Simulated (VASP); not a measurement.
Set up this calculation in VASP 6.6.1, as the native input.

- Task: single point
- Functional: r2SCAN
- Potentials or basis: VASP PAW PBE potentials, release 64 (Zr_sv, N)
- Cutoff: 520 eV
- k mesh: 12 × 12 × 12
- Occupations: gaussian, width 0.1 eV
- Spin: no spin polarisation
- Dipole correction: no
- Further INCAR settings: ALGO = Normal; EDIFF = 1e-06; NBANDS = 57

Crystal: Zr3N2.

```
Zr N
1.0
     2.87887    1.66211    5.33920
    -2.87887    1.66211    5.33920
     0.00000   -3.32423    5.33920
Zr N
6 4
Direct
  0.42642 0.07358 0.75000
  0.07358 0.75000 0.42642
  0.75000 0.42642 0.07358
  0.25000 0.57358 0.92642
  0.92642 0.25000 0.57358
  0.57358 0.92642 0.25000
  0.33849 0.33849 0.33849
  0.16151 0.16151 0.16151
  0.83849 0.83849 0.83849
  0.66151 0.66151 0.66151
```

The input as run:

POSCAR

```
Zr3N2
1.0
    2.8788662386      1.6621141979      5.3391962839
   -2.8788662386      1.6621141979      5.3391962839
    0.0000000000     -3.3242283957      5.3391962839
Zr N
6 4
Direct
    0.4264179983      0.0735820017      0.7500000000
    0.0735820017      0.7500000000      0.4264179983
    0.7500000000      0.4264179983      0.0735820017
    0.2500000000      0.5735820017      0.9264179983
    0.9264179983      0.2500000000      0.5735820017
    0.5735820017      0.9264179983      0.2500000000
    0.3384942845      0.3384942845      0.3384942845
    0.1615057155      0.1615057155      0.1615057155
    0.8384942845      0.8384942845      0.8384942845
    0.6615057155      0.6615057155      0.6615057155
```

INCAR.step1

```
  PREC = Accurate
  ENCUT = 520
  ISMEAR = 0
  SIGMA = 0.1
  LREAL = False
  LASPH = True
  NELM = 80
  NBANDS = 57
  GGA = PE
  ALGO = Normal
  EDIFF = 1E-4
  LWAVE = True
  LCHARG = False
  LUSENCCL = False
```

INCAR.step2

```
  PREC = Accurate
  ENCUT = 520
  EDIFF = 1E-6
  ISMEAR = 0
  SIGMA = 0.1
  LREAL = False
  LASPH = True
  NELM = 80
  ALGO = Normal
  ISIF = 2
  LWAVE = False
  LCHARG = False
  METAGGA = R2SCAN
  LMIXTAU = True
  NBANDS = 57
  ISTART = 1
  LUSENCCL = False
```

KPOINTS

```
Automatic mesh
0
Gamma
  12 12 12
```

Potentials or basis: VASP PAW PBE potentials, release 64 (Zr_sv, N).

Run with:

```sh
$ cat potpaw_PBE.64/Zr_sv/POTCAR potpaw_PBE.64/N/POTCAR > POTCAR
$ cp INCAR.step1 INCAR
$ mpirun -np 1 vasp_std > vasp.out
$ cp INCAR.step2 INCAR
$ mpirun -np 1 vasp_std > vasp.out
```

Results of the run:

```json
{
  "Pressure": "-10.5 GPa",
  "Largest force": "0.008 eV/Å",
  "Band gap on the k mesh": "zero (bands 46 and 47 overlap by 0.57 eV)"
}
```

Caveat: the cell stands under tension; the PAW data sets were made with another functional, which shifts forces and pressure a little.

It took 30 min on 1 × NVIDIA H100 80GB with 1 thread of AMD EPYC 7R13 Processor (Zen 3), with other jobs on the host, peak memory 2.2 GiB.
